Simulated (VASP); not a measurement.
Write the native input for VASP 6.6.1 that does the following.

```yaml
Task: relaxation of cell and atoms
Functional: BLYP
Dispersion: D3(BJ)
Potentials_or_basis: VASP PAW PBE potentials, release 64 (Sn_d, O)
Cutoff: 600 eV
k_mesh: 5 × 5 × 5
Occupations: fermi-dirac, width 0.05 eV
Spin: no spin polarisation
Dipole_correction: no
Further_INCAR_settings: ALGO = Normal; EDIFF = 1e-07; IBRION = 2; EDIFFG = -0.01; NSW = 60; ISIF = 3
```

The structure of SnO2 lies in POSCAR:

```
SnO2
1.0
    5.1752560000      0.0000000000      0.0000000000
    0.0000000000      5.1752560000      0.0000000000
    0.0000000000      0.0000000000      5.1752560000
Sn O
4 8
Direct
    0.0000000000      0.0000000000      0.0000000000
    0.5000000000      0.0000000000      0.5000000000
    0.5000000000      0.5000000000      0.0000000000
    0.0000000000      0.5000000000      0.5000000000
    0.6610980000      0.8389020000      0.1610980000
    0.8389020000      0.1610980000      0.6610980000
    0.1610980000      0.6610980000      0.8389020000
    0.3389020000      0.3389020000      0.3389020000
    0.6610980000      0.6610980000      0.6610980000
    0.8389020000      0.3389020000      0.1610980000
    0.1610980000      0.8389020000      0.3389020000
    0.3389020000      0.1610980000      0.8389020000
```

One way to write it, as run:

INCAR

```
AGGAC = 1.0
AGGAX = 1.0
ALDAC = 0.0
ALDAX = 1.0
ALGO = Normal
EDIFF = 1E-7
EDIFFG = -0.01
ENCUT = 600
GGA = B5
IBRION = 2
ISIF = 3
ISMEAR = -1
IVDW = 12
LASPH = True
LCHARG = False
LREAL = False
LWAVE = False
NELM = 60
NSW = 60
PREC = Accurate
SIGMA = 0.05
VDW_A1 = 0.4298
VDW_A2 = 4.2359
VDW_S6 = 1.0
VDW_S8 = 2.6996
```

KPOINTS

```
k-points
0
Gamma
  5 5 5
```

Potentials or basis: VASP PAW PBE potentials, release 64 (Sn_d, O).

Command:

```bash
$ cat potpaw_PBE.64/Sn_d/POTCAR potpaw_PBE.64/O/POTCAR > POTCAR
$ mpirun -np 1 vasp_std > vasp.out
```

It gave:

| Item | Value |
| --- | --- |
| Relaxed volume | 11.50 Å³/atom |
| Relaxed cell | a = 5.167 Å, b = 5.167 Å, c = 5.167 Å, α = 90.00°, β = 90.00°, γ = 90.00° |
| Space group after relaxing (to 0.1 Å) | Pa-3 (No. 205) |
| Energy gained by relaxing | 0.4 meV/atom |
| Ionic steps | 7 |
| Pressure after relaxing | 0.0 GPa |
| Band gap on the k mesh | 0.66 eV (least direct gap 0.71 eV) |
| Dispersion energy per atom | -0.511 eV |

Caveat: the PAW data sets were made with another functional, which shifts forces and pressure a little; spin-orbit coupling is left out, which moves the levels of the heavy elements; an odd mesh through Γ misses points on the zone boundary, where band edges can lie.

It took 26 min on 1 thread of Intel Xeon 8259CL (shared host), peak memory 0.33 GiB.
